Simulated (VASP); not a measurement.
# Na2S (Fm-3m) in VASP: a series of runs

Na2S is run at these levels: PBEsol; tasks: single point.

Everything below comes from runs of VASP 6.6.1. Logs are shortened: lines on timing, memory, paths and dates and some standing lists are left out, and cuts for length are marked.

### 1 The cell of the first run

It takes space group Fm-3m (No. 225, cubic). The conventional cell has a = 6.300 Å, b = 6.300 Å, c = 6.300 Å, α = 90.00°, β = 90.00°, γ = 90.00°. Na (site symmetry -43m) has 4 S at 2.73 Å and 6 Na at 3.15 Å within 3.6 Å. S (site symmetry m-3m) has 8 Na at 2.73 Å within 3.6 Å.

### 2 Single point, PBEsol (20.84 Å³/atom)

File INCAR:

```
PREC = Accurate
ENCUT = 500
EDIFF = 1E-6
ISMEAR = 0
SIGMA = 0.02
LREAL = False
LASPH = True
NELM = 120
ALGO = Normal
ISIF = 2
LWAVE = False
LCHARG = False
GGA = PS
NBANDS = 17
GGA_COMPAT = False
```

File KPOINTS:

```
Automatic mesh
0
Gamma
  8 8 8
```

File POSCAR:

```
Na2S
1.0
    0.0000000000      3.1500171930      3.1500171930
    3.1500171930      0.0000000000      3.1500171930
    3.1500171930      3.1500171930      0.0000000000
Na S
2 1
Direct
    0.2500000000      0.2500000000      0.2500000000
    0.7500000000      0.7500000000      0.7500000000
    0.0000000000      0.0000000000      0.0000000000
```

Potentials or basis: VASP PAW PBE potentials, release 64 (Na_pv, S).

Command:

```console
$ cat potpaw_PBE.64/Na_pv/POTCAR potpaw_PBE.64/S/POTCAR > POTCAR
$ mpirun -np 1 vasp_std > vasp.out
```

OUTCAR:

```text
PREC = Accurate
   ENCUT = 500
   EDIFF = 1E-6
   ISMEAR = 0
   LREAL = False
   LASPH = True
   NELM = 120
   ISIF = 2
   GGA = PS

 ion  position               nearest neighbor table
   1  0.250  0.250  0.250-   3 2.73   3 2.73   3 2.73   3 2.73
   2  0.750  0.750  0.750-   3 2.73   3 2.73   3 2.73   3 2.73
   3  0.000  0.000  0.000-   2 2.73   2 2.73   2 2.73   1 2.73   2 2.73   1 2.73   1 2.73   1 2.73

  LATTYP: Found a face centered cubic cell.
 ALAT       =     6.3000343860

  Lattice vectors:

 A1 = (   0.0000000000,   3.1500171930,   3.1500171930)
 A2 = (   3.1500171930,   0.0000000000,   3.1500171930)
 A3 = (   3.1500171930,   3.1500171930,   0.0000000000)

Analysis of symmetry for initial positions (statically):
=====================================================================
 Subroutine PRICEL returns:
 Original cell was already a primitive cell.

 Routine SETGRP: Setting up the symmetry group for a
 face centered cubic supercell.

 Subroutine GETGRP returns: Found 48 space group operations
 (whereof 48 operations were pure point group operations)
 out of a pool of 48 trial point group operations.

The static configuration has the point symmetry O_h .

Analysis of symmetry for dynamics (positions and initial velocities):
=====================================================================
 Subroutine PRICEL returns:
 Original cell was already a primitive cell.

 Routine SETGRP: Setting up the symmetry group for a
 face centered cubic supercell.

 Subroutine GETGRP returns: Found 48 space group operations
 (whereof 48 operations were pure point group operations)
 out of a pool of 48 trial point group operations.

The dynamic configuration has the point symmetry O_h .

 Subroutine INISYM returns: Found 48 space group operations
 (whereof 48 operations are pure point group operations),
 and found     1 'primitive' translations

----------------------------------------------------------------------------------------

                                     Primitive cell

  volume of cell :      62.5128

  direct lattice vectors                    reciprocal lattice vectors
     0.000000000  3.150017193  3.150017193    -0.158729292  0.158729292  0.158729292
     3.150017193  0.000000000  3.150017193     0.158729292 -0.158729292  0.158729292
     3.150017193  3.150017193  0.000000000     0.158729292  0.158729292 -0.158729292

  length of vectors
     4.454797036  4.454797036  4.454797036     0.274927199  0.274927199  0.274927199

  position of ions in fractional coordinates (direct lattice)
     0.250000000  0.250000000  0.250000000
     0.750000000  0.750000000  0.750000000
     0.000000000  0.000000000  0.000000000

  ion indices of the primitive-cell ions
   primitive index   ion index
                 1           1
                 2           2
                 3           3

----------------------------------------------------------------------------------------

 KPOINTS: Automatic mesh

Automatic generation of k-mesh.
 Grid dimensions read from file:
 generate k-points for:    8    8    8

 Generating k-lattice:

  Cartesian coordinates                     Fractional coordinates (reciprocal lattice)
    -0.019841162  0.019841162  0.019841162     0.125000000  0.000000000  0.000000000
     0.019841162 -0.019841162  0.019841162     0.000000000  0.125000000  0.000000000
     0.019841162  0.019841162 -0.019841162     0.000000000  0.000000000  0.125000000

  Length of vectors
     0.034365900  0.034365900  0.034365900

  Shift w.r.t. Gamma in fractional coordinates (k-lattice)
     0.000000000  0.000000000  0.000000000

 Subroutine IBZKPT returns following result:
 ===========================================

 Found     29 irreducible k-points:

 Following reciprocal coordinates:
            Coordinates               Weight
  0.000000  0.000000  0.000000      1.000000
  0.125000  0.000000  0.000000      8.000000
  0.250000  0.000000  0.000000      8.000000
  0.375000  0.000000  0.000000      8.000000
  0.500000  0.000000  0.000000      4.000000
  0.125000  0.125000  0.000000      6.000000
[... 16 lines left out ...]
  0.500000  0.250000  0.125000     48.000000
 -0.375000  0.250000  0.125000     24.000000
 [... further k-points ...]
   k-points           NKPTS =     29   k-points in BZ     NKDIM =     29   number of bands    NBANDS=     17
   number of dos      NEDOS =    301   number of ions     NIONS =      3
   total plane-waves  NPLWV =  32768
   dimension x,y,z NGX =    32 NGY =   32 NGZ =   32
   dimension x,y,z NGXF=    64 NGYF=   64 NGZF=   64
   ions per type =               2   1
   NGX,Y,Z   is equivalent  to a cutoff of  11.94, 11.94, 11.94 a.u.
   NGXF,Y,Z  is equivalent  to a cutoff of  23.88, 23.88, 23.88 a.u.
 SYSTEM =  unknown system
   PREC   = accura    normal or accurate (medium, high low for compatibility)
   ISTART =      0    job   : 0-new  1-cont  2-samecut
   ICHARG =      2    charge: 1-file 2-atom 10-const
   ISPIN  =      1    spin polarized calculation?
   LNONCOLLINEAR =      F non collinear calculations
   LSORBIT =      F    spin-orbit coupling
   LASPH  =      T    aspherical Exc in radial PAW
   ENCUT  =  500.0 eV  36.75 Ry    6.06 a.u.   8.12  8.12  8.12*2*pi/ulx,y,z
   NELM   =    120;   NELMIN=  2; NELMDL= -5     # of ELM steps
   EDIFF  = 0.1E-05   stopping-criterion for ELM
   LREAL  =      F    real-space projection
   EDIFFG = 0.1E-04   stopping-criterion for IOM
   NSW    =      0    number of steps for IOM
   IBRION =     -1    ionic relax: 0-MD 1-quasi-New 2-CG
   NFREE  =      0    steps in history (QN), initial steepest desc. (CG)
   ISIF   =      2    stress and relaxation
   ISYM   =      2    0-nonsym 1-usesym 2-fastsym
   POTIM  = 0.5000    time-step for ionic-motion
   TEBEG  =    0.0;   TEEND  =   0.0 temperature during run
   PSTRESS=    0.0 pullay stress
   NELECT =      20.0000    total number of electrons
   NUPDOWN=      -1.0000    fix difference up-down
   EMIN   =  10.00;   EMAX   =-10.00  energy-range for DOS
   EFERMI =   0.00;   METHOD = LEGACY
   ISMEAR =     0;   SIGMA  =   0.02  broadening in eV -4-tet -1-fermi 0-gaus
   EFERMI_NEDOS =   21; number of points for ismear=-14 and -15
   IALGO  =     38    algorithm
   IMIX   =      4    mixing-type and parameters
     AMIX     =   0.40;   BMIX     =  1.00
     AMIX_MAG =   1.60;   BMIX_MAG =  1.00
  volume/ion in A,a.u.               =      20.84       140.62
  Fermi-wavevector in a.u.,A,eV,Ry     =   1.119683  2.115895 17.057501  1.253691
  Thomas-Fermi vector in A             =   2.256324
   LORBIT       =      0    0 simple, 1 ext, 2 COOP (PROOUT), +10 PAW based schemes
   GGA     = PS    functional components
   LHFCALC =     F    Hartree Fock is set to
   AEXX    =    0.0000 exact exchange contribution
   IVDW    =     0    specifies the selected vdW correction
   LEPSILON=     F    determine dielectric tensor
   LRPA    =     F    only Hartree local field effects (RPA)
 non-spin polarized calculation
 Gauss-broadening in eV      SIGMA  =   0.02
  energy-cutoff  :      500.00
  volume of cell :       62.51
 maximum number of plane-waves:      1604
   NGX = 17   NGY = 17   NGZ = 17

 number of electron      20.0000017 magnetization

 Free energy of the ion-electron system (eV)
  ---------------------------------------------------
  ext. energy  EPLUGINS =         0.00000000
  ---------------------------------------------------
  free energy    TOTEN  =       -10.31011175 eV

  energy without entropy =      -10.31011175  energy(sigma->0) =      -10.31011175

 E-fermi :   0.7847     XC(G=0):  -8.3935

 val. band max:        0.6257008934   @ k =   0.0000   0.0000   0.0000
 cond. band min:       3.3683290051   @ k =   0.0000   0.0000   0.0000
 fundamental gap:      2.7426281117
 Fermi energy:         0.7846639770

 k-point     1 :       0.0000    0.0000    0.0000
  band No.  band energies     occupation
      1     -21.2270      2.00000
      2     -21.2270      2.00000
      3     -21.2270      2.00000
      4     -21.1485      2.00000
      5     -21.1485      2.00000
      6     -21.1485      2.00000
[... 9 lines left out ...]
     16      10.1774      0.00000
     17      12.3449      0.00000

 k-point     2 :       0.1250    0.0000    0.0000
  band No.  band energies     occupation
      1     -21.2253      2.00000
      2     -21.2243      2.00000
      3     -21.2243      2.00000
      4     -21.1536      2.00000
      5     -21.1518      2.00000
      6     -21.1518      2.00000
[... 9 lines left out ...]
     16       9.8057      0.00000
     17      11.8895      0.00000

 k-point     3 :       0.2500    0.0000    0.0000
  band No.  band energies     occupation
      1     -21.2204      2.00000
      2     -21.2163      2.00000
      3     -21.2163      2.00000
      4     -21.1666      2.00000
      5     -21.1608      2.00000
      6     -21.1608      2.00000
[... 9 lines left out ...]
     16      10.0737      0.00000
     17      11.4580      0.00000

 k-point     4 :       0.3750    0.0000    0.0000
  band No.  band energies     occupation
      1     -21.2122      2.00000
      2     -21.2042      2.00000
      3     -21.2042      2.00000
      4     -21.1828      2.00000
      5     -21.1741      2.00000
      6     -21.1741      2.00000
[... 9 lines left out ...]
     16      11.1875      0.00000
     17      11.8542      0.00000

 k-point     5 :       0.5000    0.0000    0.0000
  band No.  band energies     occupation
      1     -21.2040      2.00000
      2     -21.1942      2.00000
      3     -21.1908      2.00000
      4     -21.1908      2.00000
      5     -21.1880      2.00000
      6     -21.1880      2.00000
[... 9 lines left out ...]
     16      12.4264      0.00000
     17      12.7383      0.00000

 k-point     6 :       0.1250    0.1250    0.0000
  band No.  band energies     occupation
      1     -21.2296      2.00000
      2     -21.2296      2.00000
      3     -21.2125      2.00000
      4     -21.1667      2.00000
      5     -21.1469      2.00000
      6     -21.1469      2.00000
[... 9 lines left out ...]
     16      10.3991      0.00000
     17      12.7021      0.00000

 k-point     7 :       0.2500    0.1250    0.0000
  band No.  band energies     occupation
      1     -21.2300      2.00000
      2     -21.2291      2.00000
      3     -21.1977      2.00000
      4     -21.1855      2.00000
      5     -21.1496      2.00000
      6     -21.1487      2.00000
[... 9 lines left out ...]
     16      10.6412      0.00000
     17      12.2185      0.00000

 k-point     8 :       0.3750    0.1250    0.0000
  band No.  band energies     occupation
      1     -21.2262      2.00000
      2     -21.2224      2.00000
      3     -21.2046      2.00000
      4     -21.1816      2.00000
      5     -21.1594      2.00000
      6     -21.1566      2.00000
[... 9 lines left out ...]
     16      11.6073      0.00000
     17      12.2102      0.00000
[... 203 lines left out ...]
      1     -21.2643      2.00000
      2     -21.2415      2.00000
      3     -21.2406      2.00000
      4     -21.1421      2.00000
      5     -21.1413      2.00000
      6     -21.1322      2.00000
[... 9 lines left out ...]
     16      12.9519      0.00000
     17      13.3542      0.00000

 k-point    20 :      -0.3750    0.3750    0.0000
  band No.  band energies     occupation
      1     -21.2638      2.00000
      2     -21.2342      2.00000
      3     -21.2308      2.00000
      4     -21.1530      2.00000
      5     -21.1506      2.00000
      6     -21.1305      2.00000
[... 9 lines left out ...]
     16      11.7254      0.00000
     17      14.2117      0.00000

 k-point    21 :       0.5000    0.5000    0.0000
  band No.  band energies     occupation
      1     -21.2704      2.00000
      2     -21.2450      2.00000
      3     -21.2450      2.00000
      4     -21.1375      2.00000
      5     -21.1375      2.00000
      6     -21.1276      2.00000
[... 9 lines left out ...]
     16      13.0358      0.00000
     17      13.3411      0.00000

 k-point    22 :       0.3750    0.2500    0.1250
  band No.  band energies     occupation
      1     -21.2394      2.00000
      2     -21.2211      2.00000
      3     -21.2073      2.00000
      4     -21.1795      2.00000
      5     -21.1598      2.00000
      6     -21.1415      2.00000
[... 9 lines left out ...]
     16      11.6310      0.00000
     17      12.8247      0.00000

 k-point    23 :       0.5000    0.2500    0.1250
  band No.  band energies     occupation
      1     -21.2434      2.00000
      2     -21.2255      2.00000
      3     -21.2080      2.00000
      4     -21.1750      2.00000
      5     -21.1627      2.00000
      6     -21.1419      2.00000
[... 9 lines left out ...]
     16      12.3443      0.00000
     17      13.0192      0.00000

 k-point    24 :      -0.3750    0.2500    0.1250
  band No.  band energies     occupation
      1     -21.2426      2.00000
      2     -21.2342      2.00000
      3     -21.1921      2.00000
      4     -21.1917      2.00000
      5     -21.1503      2.00000
      6     -21.1487      2.00000
[... 9 lines left out ...]
     16      11.7767      0.00000
     17      13.1211      0.00000

 [... further k-points ...]

------------------------ aborting loop because EDIFF is reached ----------------------------------------

  FORCE on cell =-STRESS in cart. coord.  units (eV):
  Direction    XX          YY          ZZ          XY          YZ          ZX
  --------------------------------------------------------------------------------------
  -------------------------------------------------------------------------------------
  Total        1.3641284      1.3641284      1.3641284      0.0000000      0.0000000      0.0000000
  in kB       34.9620632     34.9620632     34.9620632      0.0000000      0.0000000      0.0000000
  external PRESSURE =      34.9620632 kB  Pullay stress =       0.0000000 kB

 VOLUME and BASIS-vectors are now :
 -----------------------------------------------------------------------------
  energy-cutoff  :      500.00
  volume of cell :       62.51
      direct lattice vectors                 reciprocal lattice vectors
     0.000000000  3.150017193  3.150017193    -0.158729292  0.158729292  0.158729292
     3.150017193  0.000000000  3.150017193     0.158729292 -0.158729292  0.158729292
     3.150017193  3.150017193  0.000000000     0.158729292  0.158729292 -0.158729292

 POSITION                                       TOTAL-FORCE (eV/Angst)
 -----------------------------------------------------------------------------------
      1.57501      1.57501      1.57501         0.000000      0.000000      0.000000
      4.72503      4.72503      4.72503        -0.000000     -0.000000     -0.000000
      0.00000      0.00000      0.00000        -0.000000     -0.000000     -0.000000
 -----------------------------------------------------------------------------------
    total drift:                               -0.000000     -0.000000      0.000000

  FREE ENERGIE OF THE ION-ELECTRON SYSTEM (eV)
  ---------------------------------------------------
  free  energy   TOTEN  =       -10.3101117467 eV

  energy  without entropy=      -10.3101117467  energy(sigma->0) =      -10.31011175
```

Wall time 51 s (1 thread of AMD EPYC 7R13, shared host); peak memory 0.15 GiB.

Results:

```yaml
Free_energy: -10.3101 eV
Pressure: 3.5 GPa
Band_gap_on_the_k_mesh: 2.74 eV
```

Levels at points of the mesh, in eV from the valence-band top:
| k point | band 8 | band 9 | band 10 | band 11 | band 12 | band 13 |
| --- | --- | --- | --- | --- | --- | --- |
| (0.00, 0.00, 0.00) | 0.00 | 0.00 | 0.00 | 2.74 | 8.05 | 8.05 |
| (0.50, 0.00, 0.00) | -1.88 | -0.14 | -0.14 | 5.18 | 6.76 | 7.30 |
| (0.50, 0.50, 0.00) | -1.67 | -0.51 | -0.51 | 3.73 | 6.28 | 9.33 |

Caveat: the cell stands under pressure; the PAW data sets were made with another functional, which shifts forces and pressure a little. As with any semilocal functional, this PBEsol gap is likely too small.

### 3 Single point, PBEsol (21.52 Å³/atom)

This run uses another cell than the first one, of 21.52 Å³/atom.

File INCAR:

```
PREC = Accurate ; ENCUT = 500
EDIFF = 1E-6 ; ISMEAR = 0
SIGMA = 0.02 ; LREAL = False
LASPH = True ; NELM = 120
ALGO = Normal ; ISIF = 2
LWAVE = False ; LCHARG = False
GGA = PS ; NBANDS = 17
GGA_COMPAT = False
```

KPOINTS is that of step 2.

File POSCAR:

```
Na2S
1.0
    0.0000000000      3.1842591930      3.1842591930
    3.1842591930      0.0000000000      3.1842591930
    3.1842591930      3.1842591930      0.0000000000
Na S
2 1
Direct
    0.2500000000      0.2500000000      0.2500000000
    0.7500000000      0.7500000000      0.7500000000
    0.0000000000      0.0000000000      0.0000000000
```

Potentials or basis: VASP PAW PBE potentials, release 64 (Na_pv, S).

Command:

```console
$ cat potpaw_PBE.64/Na_pv/POTCAR potpaw_PBE.64/S/POTCAR > POTCAR
$ mpirun -np 1 vasp_std > vasp.out
```

Wall time 90 s (1 thread of AMD EPYC 7R13, shared host); peak memory 0.17 GiB.

Results (log left out):

```yaml
Free_energy: -10.3469 eV
Pressure: 2.2 GPa
Band_gap_on_the_k_mesh: 2.63 eV
```

Levels at points of the mesh, in eV from the valence-band top:
```csv
k point,band 7,band 8,band 9,band 10,band 11,band 12,band 13,band 14
"(0.00, 0.00, 0.00)",-10.25,0.00,0.00,0.00,2.63,7.94,7.94,7.94
"(0.50, 0.00, 0.00)",-9.94,-1.82,-0.14,-0.14,5.04,6.63,7.23,7.23
"(0.50, 0.50, 0.00)",-9.84,-1.62,-0.50,-0.50,3.73,6.19,9.05,10.19
```

Caveat: the PAW data sets were made with another functional, which shifts forces and pressure a little. A hybrid or GW would open this gap; PBEsol tends to underestimate it.

### 4 Single point, PBEsol (22.21 Å³/atom)

This run uses another cell than the first one, of 22.21 Å³/atom.

File INCAR:

```
ALGO     = Normal         # electronic algorithm
EDIFF    = 1E-6           # SCF threshold, eV
ENCUT    = 500            # plane-wave cutoff, eV
GGA      = PS             # functional
GGA_COMPAT= False        
ISIF     = 2              # what is computed and relaxed
ISMEAR   = 0              # smearing method
LASPH    = True           # aspherical terms in the spheres
LCHARG   = False          # write CHGCAR
LREAL    = False          # projectors in reciprocal space
LWAVE    = False          # write WAVECAR
NBANDS   = 17             # bands
NELM     = 120            # most SCF steps
PREC     = Accurate       # precision mode
SIGMA    = 0.02           # smearing width, eV
```

File KPOINTS:

```
k-points
0
Gamma
  8 8 8
```

File POSCAR:

```
Na2S
1.0
    0.0000000000      3.2177801741      3.2177801741
    3.2177801741      0.0000000000      3.2177801741
    3.2177801741      3.2177801741      0.0000000000
Na S
2 1
Direct
    0.2500000000      0.2500000000      0.2500000000
    0.7500000000      0.7500000000      0.7500000000
    0.0000000000      0.0000000000      0.0000000000
```

Command:

```console
$ cat potpaw_PBE.64/Na_pv/POTCAR potpaw_PBE.64/S/POTCAR > POTCAR
$ mpirun -np 1 vasp_std > vasp.out
```

Run time: 93 s. Hardware: 1 thread of AMD EPYC 7R13, shared host; peak memory 0.17 GiB.

Results (log left out):

```yaml
Free_energy: -10.3677 eV
Pressure: 1.0 GPa
Band_gap_on_the_k_mesh: 2.52 eV
```

Levels at points of the mesh, in eV from the valence-band top:
| k point | band 8 | band 9 | band 10 | band 11 | band 12 | band 13 |
| --- | --- | --- | --- | --- | --- | --- |
| (0.00, 0.00, 0.00) | 0.00 | 0.00 | 0.00 | 2.52 | 7.83 | 7.83 |
| (0.50, 0.00, 0.00) | -1.76 | -0.14 | -0.14 | 4.91 | 6.51 | 7.17 |
| (0.50, 0.50, 0.00) | -1.57 | -0.48 | -0.48 | 3.72 | 6.09 | 8.79 |

Caveat: the PAW data sets were made with another functional, which shifts forces and pressure a little.

### 5 Overview

| cell | gap on the mesh (eV) | pressure (GPa) |
| --- | --- | --- |
| a = 4.455 Å, angles 60.0°, 3 atoms | 2.74 | 3.5 |
| a = 4.503 Å, angles 60.0°, 3 atoms | 2.63 | 2.2 |
| a = 4.551 Å, angles 60.0°, 3 atoms | 2.52 | 1.0 |

Alike in all rows: task single point; level PBEsol; potentials or basis VASP PAW PBE potentials, release 64 (Na_pv, S); no spin polarisation; k mesh 8 × 8 × 8; cutoff (eV) 500; smearing gaussian 0.02 eV.

Caveats: the PAW data sets were made with another functional, which shifts forces and pressure a little; the cell stands under pressure (at least some runs).

Absolute energies hang on the potentials; compare differences alone.
